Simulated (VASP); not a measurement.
Set up this calculation in VASP 6.6.1, as the native input.

```yaml
Task: single point
Functional: PBE
Potentials_or_basis: VASP PAW PBE potentials, release 64 (Ta_pv, Bi_d)
Cutoff: 520 eV
k_mesh: 13 × 13 × 13
Occupations: fermi-dirac, width 0.1 eV
Spin: no spin polarisation
Dipole_correction: no
Further_INCAR_settings: ALGO = Normal; EDIFF = 1e-06; NBANDS = 20
```

The structure of TaBi (rocksalt type) lies in POSCAR:

```
TaBi
1.0
    0.0000000000      2.4126124921      2.4126124921
    2.4126124921      0.0000000000      2.4126124921
    2.4126124921      2.4126124921      0.0000000000
Ta Bi
1 1
Direct
    0.0000000000      0.0000000000      0.0000000000
    0.5000000000      0.5000000000      0.5000000000
```

These files were run (other wordings do the same):

INCAR

```
PREC = Accurate ; ENCUT = 520
EDIFF = 1E-6 ; ISMEAR = -1
SIGMA = 0.1 ; LREAL = False
LASPH = True ; NELM = 100
ALGO = Normal ; ISIF = 2
LWAVE = False ; LCHARG = False
GGA = PE ; NBANDS = 20
```

KPOINTS

```
Automatic mesh
0
Gamma
  13 13 13
```

Potentials or basis: VASP PAW PBE potentials, release 64 (Ta_pv, Bi_d).

Command:

```console
$ cat potpaw_PBE.64/Ta_pv/POTCAR potpaw_PBE.64/Bi_d/POTCAR > POTCAR
$ mpirun -np 1 vasp_std > vasp.out
```

It gave:

* Pressure: 201.6 GPa
* Band gap on the k mesh: zero (band 13 reaches 16.20 eV, above the bottom of band 14 at 14.64 eV)

Caveat: spin-orbit coupling is left out, which moves the levels of the heavy elements.

Run time: 30 s on 1 thread of AMD EPYC 9R45 96-Core Processor (Zen 5), with other jobs on the host, peak memory 0.16 GiB.
